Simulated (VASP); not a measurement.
The system is BN.

```
N B
1.0
     1.27566    0.73650    3.43909
    -1.27566    0.73650    3.43909
     0.00000   -1.47301    3.43909
N B
1 1
Direct
  0.66724 0.66724 0.66724
  0.00033 0.00033 0.00033
```

This cell differs from its parent crystal: volume scaled by 1.06.

Base run:

- Program: VASP 6.6.1
- Functional: PBE
- Potentials or basis: VASP PAW PBE potentials, release 64 (N, B)
- Cutoff: 520 eV
- k mesh: 12 × 12 × 12
- Occupations: fermi-dirac, width 0.05 eV
- Spin: no spin polarisation

Its results: band gap on the k mesh 4.20 eV, indirect (least direct gap 4.55 eV); pressure -9.3 GPa; largest force 0.007 eV/Å.

Problem. After a change of settings the same cell gave: band gap on the k mesh 4.11 eV, indirect (least direct gap 4.49 eV); pressure -11.7 GPa; largest force 0.007 eV/Å. Which change was it?
A. functional from PBE to PBEsol
B. functional from PBE to LDA; potentials or basis from VASP PAW PBE potentials, release 64 (N, B) to VASP PAW LDA potentials, release 64 (N, B)
C. functional from PBE to r2SCAN

Solution. A.

PBEsol binds more tightly than PBE, so the same cell stands under less pressure.

Caveats: the PAW data sets were made with another functional, which shifts forces and pressure a little (some runs).
